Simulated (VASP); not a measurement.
Wanted: the native input for a VASP 6.6.1 run.

| Property | Result |
| --- | --- |
| Task | single point |
| Functional | PBEsol |
| Dispersion | D4 |
| Potentials or basis | VASP PAW PBE potentials, release 64 (Pb_d, O) |
| Cutoff | 520 eV |
| k mesh | 9 × 9 × 9 |
| Occupations | fermi-dirac, width 0.05 eV |
| Spin | no spin polarisation |
| Dipole correction | no |
| Further INCAR settings | ALGO = Normal; EDIFF = 1e-06; NBANDS = 20 |

The structure of PbO2 lies in POSCAR:

```
PbO2
1.0
    0.0000000000      2.6545706593      2.6545706593
    2.6545706593      0.0000000000      2.6545706593
    2.6545706593      2.6545706593      0.0000000000
Pb O
1 2
Direct
    0.0000000000      0.0000000000      0.0000000000
    0.7500000000      0.7500000000      0.7500000000
    0.2500000000      0.2500000000      0.2500000000
```

The input as run:

INCAR

```
SYSTEM = PbO2
ALGO = Normal
EDIFF = 1E-6
ENCUT = 520
GGA = PS
ISIF = 2
ISMEAR = -1
IVDW = 13
LASPH = .TRUE.
LCHARG = .TRUE.
LELF = .TRUE.
LREAL = .FALSE.
LVHAR = .TRUE.
LWAVE = .FALSE.
NBANDS = 20
NELM = 80
PREC = Accurate
SIGMA = 0.05
```

KPOINTS

```
k-points
0
G
  9 9 9
  0 0 0
```

Potentials or basis: VASP PAW PBE potentials, release 64 (Pb_d, O).

The run is started by

```bash
$ cat potpaw_PBE.64/Pb_d/POTCAR potpaw_PBE.64/O/POTCAR > POTCAR
$ mpirun -np 1 vasp_std > vasp.out
```

It gave:

```json
{
  "Pressure": "0.3 GPa",
  "Band gap on the k mesh": "zero (band 13 reaches 6.13 eV, above the bottom of band 14 at 4.85 eV)",
  "Dispersion energy per atom": "-0.165 eV"
}
```

Caveat: the PAW data sets were made with another functional, which shifts forces and pressure a little; spin-orbit coupling is left out, which moves the levels of the heavy elements; pairwise dispersion overbinds metals, which lowers pressure and volume.

Wall time 39 s on 1 thread of AMD EPYC 7R13, with other jobs on the host, peak memory 0.14 GiB.
